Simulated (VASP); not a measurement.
Write the native input for VASP 6.6.1 that does the following.

```
Task                   : single point
Functional             : r2SCAN
Potentials or basis    : VASP PAW PBE potentials, release 64 (Zr_sv, N)
Cutoff                 : 660 eV
k mesh                 : 8 × 8 × 8
Occupations            : gaussian, width 0.1 eV
Spin                   : no spin polarisation
Dipole correction      : no
Further INCAR settings : ALGO = Normal; EDIFF = 1e-06; NBANDS = 16
```

Crystal: ZrN.

```
Zr N
1.0
     0.00000    2.29427    2.29427
     2.29427    0.00000    2.29427
     2.29427    2.29427    0.00000
Zr N
1 1
Direct
  0.50000 0.50000 0.50000
  0.00000 0.00000 0.00000
```

These files were run (other wordings do the same):

POSCAR

```
ZrN
1.0
    0.0000000000      2.2942655869      2.2942655869
    2.2942655869      0.0000000000      2.2942655869
    2.2942655869      2.2942655869      0.0000000000
Zr N
1 1
Direct
    0.5000000000      0.5000000000      0.5000000000
    0.0000000000      0.0000000000      0.0000000000
```

INCAR.step1

```
PREC = Accurate
ENCUT = 660
ISMEAR = 0
SIGMA = 0.1
LREAL = F
LASPH = T
NELM = 120
NBANDS = 16
GGA = PE
ALGO = Normal
EDIFF = 1E-5
LWAVE = T
LCHARG = F
GGA_COMPAT = F
```

INCAR.step2

```
PREC = Accurate
ENCUT = 660
EDIFF = 1E-6
ISMEAR = 0
SIGMA = 0.1
LREAL = F
LASPH = T
NELM = 120
ALGO = Normal
ISIF = 2
LWAVE = F
LCHARG = F
METAGGA = R2SCAN
LMIXTAU = T
NBANDS = 16
ISTART = 1
GGA_COMPAT = F
```

KPOINTS

```
Automatic mesh
0
Gamma
  8 8 8
```

Potentials or basis: VASP PAW PBE potentials, release 64 (Zr_sv, N).

Command:

```console
$ cat potpaw_PBE.64/Zr_sv/POTCAR potpaw_PBE.64/N/POTCAR > POTCAR
$ cp INCAR.step1 INCAR
$ mpirun -np 1 vasp_std > vasp.out
$ cp INCAR.step2 INCAR
$ mpirun -np 1 vasp_std > vasp.out
```

Results of the run:

```
Pressure               : 0.1 GPa
Band gap on the k mesh : zero (an odd number of electrons rules out a gap without spin polarisation)
```

Caveat: the PAW data sets were made with another functional, which shifts forces and pressure a little.

Wall time 2.6 min on 1 thread of Intel Xeon 8259CL (shared host), peak memory 0.17 GiB.
